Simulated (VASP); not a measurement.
# BaTiO3 in VASP: further runs, part 2 of 4

VASP 6.6.1.

### Step 4. Electric field gradients, PBEsol (equal xy, yz and zx shear strains of +2 %)

File INCAR:

```
PREC = Accurate ; ENCUT = 520
EDIFF = 1E-8 ; ISMEAR = -1
SIGMA = 0.05 ; LREAL = F
LASPH = T ; NELM = 60
ALGO = Normal ; ISIF = 2
LWAVE = F ; LCHARG = F
GGA = PS ; LEFG = T
NBANDS = 28
```

File KPOINTS:

```
regular mesh
0
Gamma
  8 8 8
```

File POSCAR:

```
BaTiO3
1.0
    3.9841000000      0.0398410000      0.0398410000
    0.0568285000      2.8655080000      2.8741705000
    0.0000875000     -2.8085920000      2.8174295000
Ba Ti O
1 1 3
Direct
    0.0000000000      0.0000000000      0.0000000000
    0.5000000000      0.5079000000      0.5079000000
    0.0000000000      0.4921000000      0.4921000000
    0.5000000000      0.5025100000      0.9937100000
    0.5000000000      0.9937100000      0.5025100000
```

Potentials or basis: VASP PAW PBE potentials, release 64 (Ba_sv, Ti_sv, O).

On the command line:

```sh
$ cat potpaw_PBE.64/Ba_sv/POTCAR potpaw_PBE.64/Ti_sv/POTCAR potpaw_PBE.64/O/POTCAR > POTCAR
$ mpirun -np 1 vasp_std > vasp.out
```

OUTCAR:

```text
PREC = Accurate
   ENCUT = 520
   EDIFF = 1E-8
   ISMEAR = -1
   LREAL = F
   LASPH = T
   NELM = 60
   ISIF = 2
   GGA = PS

 ion  position               nearest neighbor table
   1  0.000  0.000  0.000-   4 2.80   3 2.80   5 2.81   5 2.81   4 2.81   5 2.82   5 2.82   3 2.84
                             3 2.84   4 2.88   3 2.89   4 2.89   2 3.40   2 3.43   2 3.43   2 3.47
   2  0.500  0.508  0.508-   4 1.93   5 1.97   3 1.99   3 2.00   4 2.05   5 2.09   1 3.40   1 3.43
                             1 3.43   1 3.47   1 3.48   1 3.50   1 3.50   1 3.54
   3  0.000  0.492  0.492-   2 1.99   2 2.00   1 2.80   1 2.84   1 2.84   1 2.89
   4  0.500  0.503  0.994-   2 1.93   2 2.05   1 2.80   1 2.81   1 2.88   1 2.89
   5  0.500  0.994  0.503-   2 1.97   2 2.09   1 2.81   1 2.81   1 2.82   1 2.82

  LATTYP: Found a triclinic cell.
 ALAT       =     5.7672887023
 B/A-ratio  =     0.6908789547
[... 986 lines left out ...]
   4     -11.523     5.258     6.266    -0.273    -0.267   -12.503
   5     -12.884     5.943     6.941     2.756     2.790    20.955
---------------------------------------------------------------------

 Electric field gradients after diagonalization (V/A^2)
 (convention: |V_zz| > |V_xx| > |V_yy|)
----------------------------------------------------------------------
 ion       V_xx      V_yy      V_zz     asymmetry (V_yy - V_xx)/ V_zz
----------------------------------------------------------------------
   1     -16.517    -1.567    18.084       0.827
   2     -10.139    -6.707    16.846       0.204
   3     -14.360    -8.246    22.606       0.270
   4     -11.554    -6.722    18.275       0.264
   5     -14.519   -13.262    27.782       0.045
----------------------------------------------------------------------

           NMR quadrupolar parameters

 Cq : quadrupolar parameter    Cq=e*Q*V_zz/h
 eta: asymmetry parameters     (V_yy - V_xx)/ V_zz
 Q  : nuclear electric quadrupole moment in mb (millibarn)
----------------------------------------------------------------------
 ion       Cq(MHz)       eta       Q (mb)
----------------------------------------------------------------------
   1       0.044       0.827       1.000
   2       0.041       0.204       1.000
   3       0.055       0.270       1.000
   4       0.044       0.264       1.000
   5       0.067       0.045       1.000
----------------------------------------------------------------------
```

stdout:

```text
POSCAR found type information on POSCAR BaTiO
 POSCAR found :  3 types and       5 ions
 scaLAPACK will be used
 -----------------------------------------------------------------------------
|                                                                             |
|                                                                             |
|     You enforced a specific xc type in the INCAR file but a different       |
|     I HOPE YOU KNOW WHAT YOU ARE DOING!                                     |
|                                                                             |
 -----------------------------------------------------------------------------

 LDA part: xc-table for (Slater+PW92), standard interpolation
 POSCAR, INCAR and KPOINTS ok, starting setup
 FFT: planning ... GRIDC
 FFT: planning ... GRID_SOFT
 FFT: planning ... GRID
 WAVECAR not read
 entering main loop
ion   1
     0.0000600    -0.2072935    -0.0333289    -0.0248406    -0.2099782     0.0063002
     0.0000826    -0.2072935    -0.0333289    -0.0248406    -0.2099782     0.0063002
     0.0001137    -0.2072935    -0.0333289    -0.0248406    -0.2099782     0.0063002
     0.0001566    -0.2072935    -0.0333289    -0.0248406    -0.2099782     0.0063002
[... 45 lines left out ...]
     0.0000293    -2.5123924   -17.1042442    -4.9087098    -2.5437494     7.5620038
     0.0000403    -2.5123920   -17.1042410    -4.9087089    -2.5437490     7.5620024
     0.0000555    -2.5123913   -17.1042356    -4.9087073    -2.5437482     7.5619999
     0.0000765    -2.5123900   -17.1042265    -4.9087047    -2.5437470     7.5619958
```

Run time: 8.4 min. Hardware: 1 thread of Intel Xeon 6975P-C, shared host; peak memory 0.53 GiB.

What came out:

| Quantity | Value |
| --- | --- |
| Free energy | -41.9505 eV |
| Pressure | -2.4 GPa |
| Largest force | 0.238 eV/Å |
| Band gap on the k mesh | 1.69 eV, indirect (least direct gap 1.85 eV) |

Forces in eV/Å, atoms in the order of the input:
```
Ba  -0.015  0.002  0.088
Ti   0.030  0.073  0.200
O    0.003  0.005  0.100
O   -0.005 -0.019 -0.158
O   -0.014 -0.060 -0.230
```

Stress tensor (GPa, compression positive):
```
-1.74 -2.42 -2.42
-2.42 -2.33 -1.84
-2.42 -1.84 -3.04
```

Levels at points of the mesh, in eV from the valence-band top:
| k point | band 18 | band 19 | band 20 | band 21 | band 22 | band 23 |
| --- | --- | --- | --- | --- | --- | --- |
| (0.00, 0.00, 0.00) | -0.33 | -0.21 | -0.17 | 1.69 | 1.74 | 1.84 |
| (0.50, 0.00, 0.00) | -1.86 | -0.83 | -0.78 | 1.90 | 3.49 | 3.52 |
| (0.00, 0.50, 0.00) | -1.70 | -0.79 | -0.76 | 1.93 | 3.38 | 3.38 |
| (0.50, 0.50, 0.00) | -1.04 | -0.94 | -0.14 | 3.38 | 3.53 | 3.84 |
| (0.00, 0.00, 0.50) | -1.84 | -0.92 | -0.66 | 1.91 | 3.52 | 3.57 |
| (0.50, 0.00, 0.50) | -0.82 | -0.82 | -0.09 | 3.51 | 3.55 | 3.95 |
| (0.00, 0.50, 0.50) | -0.96 | -0.94 | -0.16 | 3.38 | 3.56 | 3.87 |
| (0.50, 0.50, 0.50) | -0.07 | -0.04 | 0.00 | 4.10 | 4.12 | 4.21 |

Electric field gradients, principal values (V/Å²):
```
atom    least   middle  greatest (by size)
1 Ba   -1.567  -16.517              18.084
2 Ti   -6.707  -10.139              16.846
 3 O   -8.246  -14.360              22.606
 4 O   -6.722  -11.554              18.275
 5 O  -13.262  -14.519              27.782
```

Caveat: the cell differs from its parent crystal (equal xy, yz and zx shear strains of +2 %); without QUAD_EFG the Cq values of the log hold for a quadrupole moment of 1 mb, not for the nuclei; the PAW data sets were made with another functional, which shifts forces and pressure a little; spin-orbit coupling is left out, which moves the levels of the heavy elements. A k mesh can miss the band edges.

### Step 5. Electric field gradients, PBEsol (equal xx and yy strain of +3 %)

File INCAR:

```
PREC     = Accurate       # precision mode
ENCUT    = 520            # plane-wave cutoff, eV
EDIFF    = 1E-8           # SCF threshold, eV
ISMEAR   = -1             # smearing method
SIGMA    = 0.05           # smearing width, eV
LREAL    = F              # projectors in reciprocal space
LASPH    = T              # aspherical terms in the spheres
NELM     = 100            # most SCF steps
ALGO     = Normal         # electronic algorithm
ISIF     = 2              # what is computed and relaxed
LWAVE    = F              # write WAVECAR
LCHARG   = F              # write CHGCAR
GGA      = PS             # functional
LEFG     = T            
NBANDS   = 28             # bands
```

File KPOINTS:

```
Automatic mesh
0
Gamma
  8 8 8
```

Edit POSCAR of step 4 so:

```diff
@@ -2,5 +2,5 @@
 1.0
-    3.9841000000      0.0398410000      0.0398410000
-    0.0568285000      2.8655080000      2.8741705000
-    0.0000875000     -2.8085920000      2.8174295000
+    4.1036230000      0.0000000000      0.0000000000
+    0.0000000000      2.9221615000      2.8458000000
+    0.0000000000     -2.9221615000      2.8458000000
 Ba Ti O
```

Potentials or basis: VASP PAW PBE potentials, release 64 (Ba_sv, Ti_sv, O).

On the command line:

```sh
$ cat potpaw_PBE.64/Ba_sv/POTCAR potpaw_PBE.64/Ti_sv/POTCAR potpaw_PBE.64/O/POTCAR > POTCAR
$ mpirun -np 1 vasp_std > vasp.out
```

OUTCAR:

```text
PREC = Accurate
   ENCUT = 520
   EDIFF = 1E-8
   ISMEAR = -1
   LREAL = F
   LASPH = T
   NELM = 100
   ISIF = 2
   GGA = PS

 ion  position               nearest neighbor table
   1  0.000  0.000  0.000-   3 2.80   4 2.89   5 2.89   4 2.89   5 2.89   3 2.89   4 2.90   5 2.90
                             4 2.90   5 2.90   3 2.92   3 2.92   2 3.47   2 3.47   2 3.54   2 3.54
   2  0.500  0.508  0.508-   4 1.98   5 1.98   3 2.05   3 2.05   5 2.10   4 2.10   1 3.47   1 3.47
                             1 3.54   1 3.54   1 3.57   1 3.57   1 3.57   1 3.57
   3  0.000  0.492  0.492-   2 2.05   2 2.05   1 2.80   1 2.89   1 2.92   1 2.92
   4  0.500  0.503  0.994-   2 1.98   2 2.10   1 2.89   1 2.89   1 2.90   1 2.90
   5  0.500  0.994  0.503-   2 1.98   2 2.10   1 2.89   1 2.89   1 2.90   1 2.90

  LATTYP: Found a base centered orthorhombic cell.
 ALAT       =     5.6916000000
 B/A-ratio  =     1.0268330522
 C/A-ratio  =     0.7209963806
[... 982 lines left out ...]
   4     -11.164     9.101     2.063     0.000    -0.000   -20.105
   5     -11.164     9.101     2.063    -0.000     0.000    20.105
---------------------------------------------------------------------

 Electric field gradients after diagonalization (V/A^2)
 (convention: |V_zz| > |V_xx| > |V_yy|)
----------------------------------------------------------------------
 ion       V_xx      V_yy      V_zz     asymmetry (V_yy - V_xx)/ V_zz
----------------------------------------------------------------------
   1      14.594     3.819   -18.413       0.585
   2       6.149     1.874    -8.023       0.533
   3     -15.820   -15.814    31.634       0.000
   4     -14.829   -11.164    25.993       0.141
   5     -14.829   -11.164    25.993       0.141
----------------------------------------------------------------------

           NMR quadrupolar parameters

 Cq : quadrupolar parameter    Cq=e*Q*V_zz/h
 eta: asymmetry parameters     (V_yy - V_xx)/ V_zz
 Q  : nuclear electric quadrupole moment in mb (millibarn)
----------------------------------------------------------------------
 ion       Cq(MHz)       eta       Q (mb)
----------------------------------------------------------------------
   1      -0.045       0.585       1.000
   2      -0.019       0.533       1.000
   3       0.076       0.000       1.000
   4       0.063       0.141       1.000
   5       0.063       0.141       1.000
----------------------------------------------------------------------
```

OSZICAR:

```text
N       E                     dE             d eps       ncg     rms          rms(c)
DAV:   1     0.428149871943E+03    0.42815E+03   -0.20746E+04  5880   0.153E+03
DAV:   2    -0.555392158061E+01   -0.43370E+03   -0.41366E+03  6732   0.422E+02
DAV:   3    -0.501822349891E+02   -0.44628E+02   -0.44175E+02  8204   0.133E+02
DAV:   4    -0.523001474664E+02   -0.21179E+01   -0.21131E+01  8952   0.249E+01
[... 11 lines left out ...]
DAV:  16    -0.417909824809E+02    0.74833E-08   -0.14914E-06  8848   0.869E-03    0.136E-03
DAV:  17    -0.417909825805E+02   -0.99631E-07   -0.33682E-07  7952   0.346E-03    0.149E-03
DAV:  18    -0.417909825373E+02    0.43195E-07   -0.77132E-08  7188   0.215E-03    0.462E-04
DAV:  19    -0.417909825270E+02    0.10330E-07   -0.66521E-09  4112   0.673E-04    0.210E-04
DAV:  20    -0.417909825266E+02    0.39427E-09   -0.20465E-09  3836   0.298E-04
   1 F= -.41790983E+02 E0= -.41790983E+02  d E =-.541502E-08
```

stdout:

```text
POSCAR found type information on POSCAR BaTiO
 POSCAR found :  3 types and       5 ions
 scaLAPACK will be used
 -----------------------------------------------------------------------------
|                                                                             |
|                                                                             |
|     You enforced a specific xc type in the INCAR file but a different       |
|     I HOPE YOU KNOW WHAT YOU ARE DOING!                                     |
|                                                                             |
 -----------------------------------------------------------------------------

 LDA part: xc-table for (Slater+PW92), standard interpolation
 POSCAR, INCAR and KPOINTS ok, starting setup
 FFT: planning ... GRIDC
 FFT: planning ... GRID_SOFT
 FFT: planning ... GRID
 WAVECAR not read
 entering main loop
ion   1

ion   2

ion   3

ion   4

ion   5
```

Run time: 3 min. Hardware: 1 thread of Intel Xeon Platinum 8259CL at 2.50GHz (Skylake/Cascade Lake), shared host; peak memory 0.32 GiB.

Results:

```
Free energy            : -41.7910 eV
Pressure               : -11.1 GPa
Largest force          : 0.338 eV/Å
Band gap on the k mesh : 1.65 eV, indirect (least direct gap 1.83 eV)
```

Forces in eV/Å, atoms in the order of the input:
```
Ba   0.000  0.000  0.069
Ti   0.000  0.000  0.338
O    0.000  0.000  0.141
O    0.000  0.160 -0.274
O    0.000 -0.160 -0.274
```

Electric field gradients, principal values (V/Å²):
| atom | least | middle | greatest (by size) |
| --- | --- | --- | --- |
| 1 Ba | 3.819 | 14.594 | -18.413 |
| 2 Ti | 1.874 | 6.149 | -8.023 |
| 3 O | -15.814 | -15.820 | 31.634 |
| 4 O | -11.164 | -14.829 | 25.993 |
| 5 O | -11.164 | -14.829 | 25.993 |

Caveat: the cell differs from its parent crystal (equal xx and yy strain of +3 %); without QUAD_EFG the Cq values of the log hold for a quadrupole moment of 1 mb, not for the nuclei; the PAW data sets were made with another functional, which shifts forces and pressure a little; spin-orbit coupling is left out, which moves the levels of the heavy elements.

(Part 2 of 4 ends here.)
